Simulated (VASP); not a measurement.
# H20CO12 in VASP: further runs

H20CO12 is run at these levels: r2SCAN+D3(BJ); tasks: single point.

Program: VASP 6.6.1. These are calculated values, not measurements. Logs are shortened: lines on timing, memory, paths and dates and some standing lists are left out, and cuts for length are marked.

## 1. The cell of the first run

The cell holds an amorphous packing of atoms, 33 atoms: a = 7.153 Å, b = 7.153 Å, c = 7.153 Å, α = 90.00°, β = 90.00°, γ = 90.00°.

## 2. Single point, r2SCAN+D3(BJ)

File POSCAR:

```
H20CO12
1.0
    7.1530900000      0.0000000000      0.0000000000
    0.0000000000      7.1530900000      0.0000000000
    0.0000000000      0.0000000000      7.1530900000
O H C
12 20 1
Direct
    0.6401661916      0.8338789325      0.7408762908
    0.6419587120      0.4168744543      0.3569171712
    0.3334773400      0.6767770348      0.3540085411
    0.3666528572      0.6285303626      0.9308106683
    0.2531610257      0.9789196665      0.5737943837
    0.4514108870      0.3141782547      0.6998491088
    0.7919500559      0.9753156416      0.2092227656
    0.0301383552      0.2757495222      0.2115655829
    0.4820111153      0.1904276856      1.0807154830
    0.8702296192      0.0950757217      0.5718215277
    0.9461424009      0.6469947836      0.9831565432
    0.9990656180      0.5640175613      0.6743822469
    0.7134460869      0.9445506766      0.7078933539
    0.5705809662      0.8086709081      0.6276049834
    0.5682501272      0.5309261932      0.3511776502
    0.5880087417      0.3411065694      0.2557487351
    0.3048443178      0.7953894600      0.4178469902
    0.2548237909      0.5866823787      0.4166371310
    0.4530695143      0.7264358389      0.8933044572
    0.3495659250      0.6457168753      1.0640698890
    0.3255796761      1.0858551773      0.6175309455
    0.1243663194      1.0242737217      0.5731074753
    0.4174319730      0.4286440450      0.7659935507
    0.5256181766      0.3507590513      0.5914293275
    0.8853855187      1.0709455784      0.1792306092
    0.8378780093      0.8607629384      0.1547380631
   -0.0353973548      0.3918813386      0.1906542736
    0.1501080074      0.2855416402      0.1507856415
    0.4978259242      0.2158159523      0.9480236162
    0.5643901165      0.0853619315      1.1065914038
    0.8585121237      0.2280785811      0.5522312746
    0.8389109573      0.0418360199      0.4495551570
    0.9731129045      0.6079234025      0.8278414588
```

File INCAR.step1:

```
SYSTEM = H20CO12
PREC     = Accurate       ! precision mode
ENCUT    = 520            ! plane-wave cutoff, eV
ISMEAR   = -1             ! smearing method
SIGMA    = 0.05           ! smearing width, eV
LREAL    = Auto         
LASPH    = .TRUE.         ! aspherical terms in the spheres
NELM     = 100            ! most SCF steps
NBANDS   = 70             ! bands
GGA      = PE             ! functional
ALGO     = Normal         ! electronic algorithm
EDIFF    = 1E-4           ! SCF threshold, eV
LWAVE    = .TRUE.         ! write WAVECAR
LCHARG   = .FALSE.        ! write CHGCAR
```

File INCAR.step2:

```
SYSTEM = H20CO12
PREC     = Accurate       ! precision mode
ENCUT    = 520            ! plane-wave cutoff, eV
EDIFF    = 1E-7           ! SCF threshold, eV
ISMEAR   = -1             ! smearing method
SIGMA    = 0.05           ! smearing width, eV
LREAL    = Auto         
LASPH    = .TRUE.         ! aspherical terms in the spheres
NELM     = 100            ! most SCF steps
ALGO     = Normal         ! electronic algorithm
ISIF     = 2              ! what is computed and relaxed
LWAVE    = .FALSE.        ! write WAVECAR
LCHARG   = .TRUE.         ! write CHGCAR
METAGGA  = R2SCAN         ! meta-GGA
LMIXTAU  = .TRUE.       
IVDW     = 12             ! dispersion correction
VDW_S6   = 1.0          
VDW_S8   = 0.78981345   
VDW_A1   = 0.49484001   
VDW_A2   = 5.73083694   
LELF     = .TRUE.         ! ELF
LVHAR    = .TRUE.       
NBANDS   = 70             ! bands
ISTART   = 1
```

File KPOINTS:

```
regular mesh
0
G
  1 1 1
  0 0 0
```

Potentials or basis: VASP PAW PBE potentials, release 64 (O, H, C).

Run with:

```console
$ cat potpaw_PBE.64/O/POTCAR potpaw_PBE.64/H/POTCAR potpaw_PBE.64/C/POTCAR > POTCAR
$ cp INCAR.step1 INCAR
$ mpirun -np 1 vasp_gam > vasp.out
$ cp INCAR.step2 INCAR
$ mpirun -np 1 vasp_gam > vasp.out
```

OUTCAR:

```text
SYSTEM = H20CO12
   PREC = Accurate
   ENCUT = 520
   EDIFF = 1E-7
   ISMEAR = -1
   LREAL = Auto
   LASPH = .TRUE.
   NELM = 100
   ISIF = 2
   METAGGA = R2SCAN
   IVDW = 12
   ISTART = 1
 IVDW          = 12

 ion  position               nearest neighbor table
   1  0.640  0.834  0.741-  14 0.97  13 0.98
   2  0.642  0.417  0.357-  15 0.97  16 0.98
   3  0.333  0.677  0.354-  18 0.97  17 0.99
   4  0.367  0.629  0.931-  20 0.97  19 0.97
   5  0.253  0.979  0.574-  21 0.98  22 0.98
   6  0.451  0.314  0.700-  24 0.98  23 0.98
   7  0.792  0.975  0.209-  26 0.97  25 0.98
   8  0.030  0.276  0.212-  28 0.96  27 0.97
   9  0.482  0.190  0.081-  30 0.97  29 0.97
  10  0.870  0.095  0.572-  31 0.97  32 0.98
  11  0.946  0.647  0.983-  33 1.16
  12  0.999  0.564  0.674-  33 1.16
  13  0.713  0.945  0.708-   1 0.98
  14  0.571  0.809  0.628-   1 0.97
  15  0.568  0.531  0.351-   2 0.97
  16  0.588  0.341  0.256-   2 0.98
[... 14 lines left out ...]
  31  0.859  0.228  0.552-  10 0.97
  32  0.839  0.042  0.450-  10 0.98
  33  0.973  0.608  0.828-  12 1.16  11 1.16

  LATTYP: Found a simple cubic cell.
 ALAT       =     7.1530900000

  Lattice vectors:

 A1 = (   7.1530900000,   0.0000000000,   0.0000000000)
 A2 = (   0.0000000000,   7.1530900000,   0.0000000000)
 A3 = (   0.0000000000,   0.0000000000,   7.1530900000)

Analysis of symmetry for initial positions (statically):
=====================================================================
 Subroutine PRICEL returns:
 Original cell was already a primitive cell.

 Routine SETGRP: Setting up the symmetry group for a
 simple cubic supercell.

 Subroutine GETGRP returns: Found  1 space group operations
 (whereof  1 operations were pure point group operations)
 out of a pool of 48 trial point group operations.

The static configuration has the point symmetry C_1 .

Analysis of symmetry for dynamics (positions and initial velocities):
=====================================================================
 Subroutine PRICEL returns:
 Original cell was already a primitive cell.

 Routine SETGRP: Setting up the symmetry group for a
 simple cubic supercell.

 Subroutine GETGRP returns: Found  1 space group operations
 (whereof  1 operations were pure point group operations)
 out of a pool of 48 trial point group operations.

The dynamic configuration has the point symmetry C_1 .
[... 138 lines left out ...]
   LREAL  =      T    real-space projection
   EDIFFG = 0.1E-05   stopping-criterion for IOM
   NSW    =      0    number of steps for IOM
   IBRION =     -1    ionic relax: 0-MD 1-quasi-New 2-CG
   NFREE  =      0    steps in history (QN), initial steepest desc. (CG)
   ISIF   =      2    stress and relaxation
   ISYM   =      2    0-nonsym 1-usesym 2-fastsym
   POTIM  = 0.5000    time-step for ionic-motion
   TEBEG  =    0.0;   TEEND  =   0.0 temperature during run
   PSTRESS=    0.0 pullay stress
   NELECT =      96.0000    total number of electrons
   NUPDOWN=      -1.0000    fix difference up-down
   EMIN   =  10.00;   EMAX   =-10.00  energy-range for DOS
   EFERMI =   0.00;   METHOD = LEGACY
   ISMEAR =    -1;   SIGMA  =   0.05  broadening in eV -4-tet -1-fermi 0-gaus
   EFERMI_NEDOS =   21; number of points for ismear=-14 and -15
   IALGO  =     38    algorithm
   IMIX   =      4    mixing-type and parameters
     AMIX     =   0.40;   BMIX     =  1.00
     AMIX_MAG =   1.60;   BMIX_MAG =  1.00
  volume/ion in A,a.u.               =      11.09        74.85
  Fermi-wavevector in a.u.,A,eV,Ry     =   1.047944  1.980328 14.941746  1.098187
  Thomas-Fermi vector in A             =   2.182846
   LORBIT       =      0    0 simple, 1 ext, 2 COOP (PROOUT), +10 PAW based schemes
   METAGGA = R2SCAN    functional components
   LHFCALC =     F    Hartree Fock is set to
   AEXX    =    0.0000 exact exchange contribution
   IVDW    =    12    specifies the selected vdW correction
   LEPSILON=     F    determine dielectric tensor
   LRPA    =     F    only Hartree local field effects (RPA)
 non-spin polarized calculation
  energy-cutoff  :      520.00
  volume of cell :      366.00
 maximum number of plane-waves:      4898
 NGX is ok and might be reduce to    54
   NGX = 27   NGY = 27   NGZ = 27

 number of electron      95.9999990 magnetization

 Free energy of the ion-electron system (eV)
  ---------------------------------------------------
  ext. energy  EPLUGINS =         0.00000000
  ---------------------------------------------------
  free energy    TOTEN  =      -183.75082097 eV

  energy without entropy =     -183.75082097  energy(sigma->0) =     -183.75082097

 E-fermi :  -2.9532     XC(G=0):  -6.9779

 val. band max:       -4.1591946244   @ k =   0.0000   0.0000   0.0000
 cond. band min:       1.1824088494   @ k =   0.0000   0.0000   0.0000
 fundamental gap:      5.3416034737
 Fermi energy:        -2.9531607254

 k-point     1 :       0.0000    0.0000    0.0000
  band No.  band energies     occupation
      1     -27.8022      2.00000
      2     -26.7337      2.00000
      3     -24.2255      2.00000
      4     -23.9390      2.00000
      5     -23.8057      2.00000
      6     -23.7396      2.00000
[... 52 lines left out ...]
     59       6.1646      0.00000
     60       6.2988      0.00000
 [bands above 60 left out]

------------------------ aborting loop because EDIFF is reached ----------------------------------------

 Edisp (eV)   -0.56002

 E8    (eV) :    -0.0836

  FORCE on cell =-STRESS in cart. coord.  units (eV):
  Direction    XX          YY          ZZ          XY          YZ          ZX
  --------------------------------------------------------------------------------------
  -------------------------------------------------------------------------------------
  Total      -2.62071    -2.02653    -0.95238    -0.00657    -0.42475    -0.27979
  in kB     -11.47226    -8.87122    -4.16906    -0.02875    -1.85937    -1.22479
  external pressure =       -8.17 kB  Pullay stress =        0.00 kB

 VOLUME and BASIS-vectors are now :
 -----------------------------------------------------------------------------
  energy-cutoff  :      520.00
  volume of cell :      366.00
      direct lattice vectors                 reciprocal lattice vectors
     7.153090000  0.000000000  0.000000000     0.139799723  0.000000000  0.000000000
     0.000000000  7.153090000  0.000000000     0.000000000  0.139799723  0.000000000
     0.000000000  0.000000000  7.153090000     0.000000000  0.000000000  0.139799723

 POSITION                                       TOTAL-FORCE (eV/Angst)
 -----------------------------------------------------------------------------------
      4.57917      5.96481      5.29955        -0.050757     -0.067578     -0.123725
      4.59199      2.98194      2.55306         0.016594     -0.027512      0.056381
      2.38539      4.84105      2.53225         0.079388     -0.055053     -0.062512
      2.62270      4.49593      6.65817        -0.045555     -0.072604     -0.009446
      1.81088      7.00230      4.10440        -0.004475      0.095837     -0.000454
      3.22898      2.24735      5.00608        -0.006916     -0.071836      0.061642
[... 25 lines left out ...]
      6.00081      0.29926      3.21571        -0.019491     -0.061925     -0.073615
      6.96076      4.34853      5.92162         0.012353      0.059887      0.004867
 -----------------------------------------------------------------------------------
    total drift:                               -0.000950      0.002764     -0.018189

  FREE ENERGIE OF THE ION-ELECTRON SYSTEM (eV)
  ---------------------------------------------------
  free  energy   TOTEN  =      -184.3108431562 eV

  energy  without entropy=     -184.3108431561  energy(sigma->0) =     -184.31084316
```

Wall time 1.8 min (1 thread of Intel Xeon 6975P-C (Granite Rapids), shared host); peak memory 0.43 GiB.

What came out:

```
Free energy                : -184.3108 eV
Pressure                   : -0.8 GPa
Largest force              : 0.954 eV/Å
Band gap on the k mesh     : 5.34 eV
Dispersion energy per atom : -0.017 eV
```

Forces on the atoms (eV/Å):
```
O   -0.051 -0.068 -0.124
O    0.017 -0.028  0.056
O    0.079 -0.055 -0.063
O   -0.046 -0.073 -0.009
O   -0.004  0.096  0.000
O   -0.007 -0.072  0.062
O   -0.041 -0.002  0.052
O   -0.083 -0.060 -0.020
O    0.005  0.018  0.076
O    0.017 -0.149  0.054
O   -0.184  0.213  0.888
O    0.171 -0.258 -0.902
H    0.078  0.083  0.038
H   -0.076 -0.023  0.061
H   -0.063  0.131  0.040
H   -0.038 -0.107 -0.072
H   -0.005  0.193  0.073
H   -0.036 -0.077  0.021
H    0.106  0.083 -0.130
H   -0.040 -0.044  0.152
H    0.009 -0.029 -0.011
H   -0.031 -0.052 -0.027
H   -0.065  0.076  0.128
H    0.084 -0.015 -0.148
H    0.102  0.190 -0.019
H   -0.018 -0.113 -0.052
H   -0.060  0.052  0.025
H    0.227 -0.086 -0.044
H   -0.054  0.076 -0.122
H    0.046 -0.063  0.099
H   -0.032  0.165 -0.013
H   -0.019 -0.062 -0.074
C    0.012  0.060  0.005
```

Levels at points of the mesh, in eV from the valence-band top:
| k point | band 46 | band 47 | band 48 | band 49 | band 50 | band 51 |
| --- | --- | --- | --- | --- | --- | --- |
| (0.00, 0.00, 0.00) | -0.24 | -0.21 | 0.00 | 5.34 | 7.14 | 7.26 |

Caveat: the k points lie up to 0.88 Å⁻¹ apart; the PAW data sets were made with another functional, which shifts forces and pressure a little.

## 3. Single point, r2SCAN+D3(BJ)

File POSCAR:

```
H20CO12
1.0
    7.1530900000      0.0000000000      0.0000000000
    0.0000000000      7.1530900000      0.0000000000
    0.0000000000      0.0000000000      7.1530900000
O H C
12 20 1
Direct
    0.6478458960      0.8277261994      0.7429516475
    0.6329572255      0.4235372405      0.3612145241
    0.3211898634      0.6693470934      0.3567828729
    0.3700918065      0.6300354113      0.9361269046
    0.2577487491      0.9661978250      0.5667480767
    0.4572988736      0.3158774739      0.6913096298
    0.7847098247      0.9854202869      0.2108878820
    0.0408075391      0.2711695225      0.2309631222
    0.4802959281      0.1959013517      1.0641135509
    0.8576852801      0.0919462778      0.5622325457
    0.9426555517      0.6572404373      0.9748094879
    0.9955977067      0.5593526714      0.6782663157
    0.7196889736      0.9478700813      0.7265531400
    0.5617991665      0.8291940965      0.6377104161
    0.5947779212      0.5501538496      0.3465914731
    0.5805602893      0.3674216318      0.2467604909
    0.2934535984      0.7926504490      0.4134996204
    0.2457818929      0.5832863839      0.4194830486
    0.4414595650      0.7211568707      0.8755936246
    0.3664150738      0.6685502349      1.0660427871
    0.3146612163      1.0828467138      0.5831046443
    0.1278188867      0.9872936032      0.5904301498
    0.3991981088      0.4207552261      0.7501653132
    0.5597860505      0.3663311939      0.6141821227
    0.8856592046      1.0651900088      0.1776295279
    0.8373863603      0.8585520383      0.1882962468
   -0.0469307670      0.3606413452      0.1758820314
    0.1614826599      0.2777820494      0.1570649887
    0.4786323114      0.2317739606      0.9298918370
    0.5784213536      0.0977200063      1.0634704722
    0.8528202497      0.2219460401      0.5478611341
    0.7904416133      0.0511387386      0.4513434054
    0.9846513884      0.6005935896      0.8318363113
```

File INCAR.step1:

```
PREC = Accurate
ENCUT = 520
ISMEAR = -1
SIGMA = 0.05
LREAL = Auto
LASPH = T
NELM = 100
NBANDS = 70
GGA = PE
ALGO = Normal
EDIFF = 1E-4
LWAVE = T
LCHARG = F
```

File INCAR.step2:

```
PREC = Accurate
ENCUT = 520
EDIFF = 1E-6
ISMEAR = -1
SIGMA = 0.05
LREAL = Auto
LASPH = T
NELM = 100
ALGO = Normal
ISIF = 2
LWAVE = F
LCHARG = T
METAGGA = R2SCAN
LMIXTAU = T
IVDW = 12
VDW_S6 = 1.0
VDW_S8 = 0.78981345
VDW_A1 = 0.49484001
VDW_A2 = 5.73083694
LELF = T
LVHAR = T
NBANDS = 70
ISTART = 1
```

File KPOINTS:

```
Automatic mesh
0
Gamma
  1 1 1
```

Potentials or basis: VASP PAW PBE potentials, release 64 (O, H, C).

Run with:

```console
$ cat potpaw_PBE.64/O/POTCAR potpaw_PBE.64/H/POTCAR potpaw_PBE.64/C/POTCAR > POTCAR
$ cp INCAR.step1 INCAR
$ mpirun -np 1 vasp_gam > vasp.out
$ cp INCAR.step2 INCAR
$ mpirun -np 1 vasp_gam > vasp.out
```

Wall time 1.7 min (1 thread of Intel Xeon 6975P-C (Granite Rapids), shared host); peak memory 0.43 GiB.

It converged, with:

```
Free energy                : -183.1931 eV
Pressure                   : 0.8 GPa
Largest force              : 3.623 eV/Å
Band gap on the k mesh     : 5.19 eV
Dispersion energy per atom : -0.017 eV
```

Forces in eV/Å, atoms in the order of the input:
```
O    0.305  1.011 -0.280
O    0.597 -0.750 -0.646
O    1.120  1.605 -1.057
O   -1.265 -1.363  0.857
O   -0.253 -1.639 -0.128
O    0.621 -0.599 -0.386
O   -0.557 -2.355 -0.256
O    1.160  0.272 -1.369
O    0.817 -0.419 -0.891
O   -0.149 -1.340  0.798
O   -0.185  0.687  3.553
O    1.102 -1.457 -3.123
H   -0.605 -1.101 -0.071
H    0.103  0.054  0.142
H   -0.445  0.899  0.264
H   -0.012 -0.428  0.333
H    0.057 -0.315 -0.028
H   -1.028 -1.278  0.812
H    1.318  1.445 -0.904
H   -0.226 -0.234  0.177
H    1.000  1.834  0.249
H   -0.836  0.189 -0.100
H   -0.259  0.829  0.442
H   -0.738 -0.270 -0.068
H    1.166  1.101 -0.009
H   -0.679  1.091  0.137
H    0.581 -0.124  0.305
H   -1.555 -0.038  0.958
H   -0.072  0.023  0.598
H   -0.732  0.466  0.538
H    0.224  1.863 -0.054
H    0.252 -0.423 -0.445
C   -0.829  0.767 -0.350
```

Stress tensor (GPa, compression positive):
```
-1.20  1.01 -0.94
 1.01  1.53  0.32
-0.94  0.32  2.09
```

Levels at points of the mesh, in eV from the valence-band top:
```
           k point  band 45  band 46  band 47  band 48  band 49  band 50  band 51  band 52
(0.00, 0.00, 0.00)    -0.27    -0.14    -0.02     0.00     5.19     6.94     7.53     8.05
```

Caveat: the k points lie up to 0.88 Å⁻¹ apart; the PAW data sets were made with another functional, which shifts forces and pressure a little.

(Continued in part 2 of 3.)
